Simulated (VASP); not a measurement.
Set up this calculation in VASP 6.6.1, as the native input.

```yaml
Task: relaxation of cell and atoms
Functional: PBEsol
Potentials_or_basis: VASP PAW PBE potentials, release 64 (Ga_d, N)
Cutoff: 600 eV
k_mesh: 8 × 8 × 4
Occupations: gaussian, width 0.01 eV
Spin: no spin polarisation
Target_pressure: 2 GPa
Dipole_correction: no
Further_INCAR_settings: ALGO = Normal; EDIFF = 1e-07; IBRION = 2; EDIFFG = -0.002; NSW = 100; ISIF = 3
```

The structure of GaN lies in POSCAR:

```
GaN
1.0
    3.1825745955      0.0000000000      0.0000000000
   -1.5912872977      2.7561904491      0.0000000000
    0.0000000000      0.0000000000      5.1854102025
Ga N
2 2
Direct
    0.3333333333      0.6666666667     -0.0008061560
    0.6666666667      0.3333333333      0.4991938440
    0.3333333333      0.6666666667      0.3758061560
    0.6666666667      0.3333333333      0.8758061560
```

These files were run (other wordings do the same):

INCAR

```
SYSTEM = GaN
PREC = Accurate
ENCUT = 600
EDIFF = 1E-7
ISMEAR = 0
SIGMA = 0.01
LREAL = .False.
LASPH = .True.
NELM = 80
ALGO = Normal
ISIF = 3
LWAVE = .False.
LCHARG = .False.
GGA = PS
IBRION = 2
NSW = 100
EDIFFG = -0.002
PSTRESS = 20.0
```

KPOINTS

```
Automatic mesh
0
Gamma
  8 8 4
  0 0 0
```

Potentials or basis: VASP PAW PBE potentials, release 64 (Ga_d, N).

The run is started by

```sh
$ cat potpaw_PBE.64/Ga_d/POTCAR potpaw_PBE.64/N/POTCAR > POTCAR
$ mpirun -np 1 vasp_std > vasp.out
```

It gave:

The relaxed volume is 11.23 Å³/atom, the relaxed cell is a = 3.170 Å, b = 3.170 Å, c = 5.164 Å, α = 90.00°, β = 90.00°, γ = 120.00° and the space group after relaxing (to 0.05 Å) is P6_3mc (No. 186). The energy change on relaxing (the enthalpy is what falls) is +0.7 meV/atom, the ionic steps are 7 and the pressure after relaxing is 2.0 GPa. The band gap on the k mesh is 1.97 eV, direct.

Caveat: the cell is relaxed towards a set pressure, so the enthalpy falls and the energy may rise; the PAW data sets were made with another functional, which shifts forces and pressure a little.

It took 110 s on 1 thread of Intel(R) Xeon(R) Platinum 8488C (Sapphire Rapids), on a shared host, peak memory 0.2 GiB.
